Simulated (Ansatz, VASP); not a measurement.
# One calculation of LiH, two programs

File INCAR:

```
  PREC = Accurate
  ENCUT = 520
  EDIFF = 1E-6
  ISMEAR = 0
  SIGMA = 0.01
  LREAL = False
  LASPH = True
  NELM = 80
  ALGO = Normal
  ISIF = 2
  LWAVE = False
  LCHARG = True
  GGA = CA
  LELF = True
  LVHAR = True
  NBANDS = 9
```

File KPOINTS:

```
Automatic mesh
0
Gamma
  10 10 10
```

Contents of POSCAR:

```
LiH
1.0
    0.0000000000      1.9544546344      1.9642269076
    1.9544546344      0.0000000000      1.9642269076
    1.9544546344      1.9544546344      0.0000000000
Li H
1 1
Direct
    0.0000000000      0.0000000000      0.0000000000
    0.5000000000      0.5000000000      0.5000000000
```

Input for Ansatz:

```yaml
crystal:
  lattice:
    - [0.0, 1.95445463442, 1.96422690759]
    - [1.95445463442, 0.0, 1.96422690759]
    - [1.95445463442, 1.95445463442, 0.0]
  atoms:
    - { symbol: Li, position: [0.0, 0.0, 0.0] }
    - { symbol: H, position: [0.5, 0.5, 0.5] }
kpoints:
  mp_grid: { grid: [10, 10, 10] }
scf:
  occupations: { method: fixed }
  convergence: { dr2_threshold: 1.0e-10 }
hamiltonian:
  xc: lda
  pseudopotentials: { kind: all_electron, lapw: { basis_error: 0.0005 } }
output:
  forces: true
  stress: true
  eigenstates:
    kpoints:
      - [0.0, 0.0, 0.0]
      - [0.0, -0.5, -0.5]
      - [-0.5, 0.0, -0.5]
      - [-0.5, -0.5, 0.0]
      - [-0.5, 0.0, 0.0]
      - [0.0, -0.5, 0.0]
      - [0.0, 0.0, -0.5]
      - [-0.5, -0.5, -0.5]
  eigenvalues: true
```

Change from the starting cell: z stretched by +0.5 %, x and y held.

Alike in both runs: task single point; functional LDA; k mesh 10 × 10 × 10; no spin polarisation.

```csv
,VASP,Ansatz
version,VASP 6.6.1,Ansatz 0.2.0
potentials or method,"VASP PAW LDA potentials, release 64 (Li_sv, H), cutoff 520 eV","all-electron LAPW, scalar-relativistic"
occupations,"gaussian, width 0.01 eV",fixed
```

|  | VASP | Ansatz | Ansatz less VASP |
| --- | --- | --- | --- |
| gap on the k mesh at the Fermi level (eV) | 2.48 | 2.49 | +0.012 |

LDA's correlation is that of Perdew and Zunger in VASP and of Perdew and Wang (1992) in Ansatz. Ansatz ran all-electron here, and VASP with PAW potentials.

Noted on VASP's run: the cutoff is short for stress, so the pressure is rough.
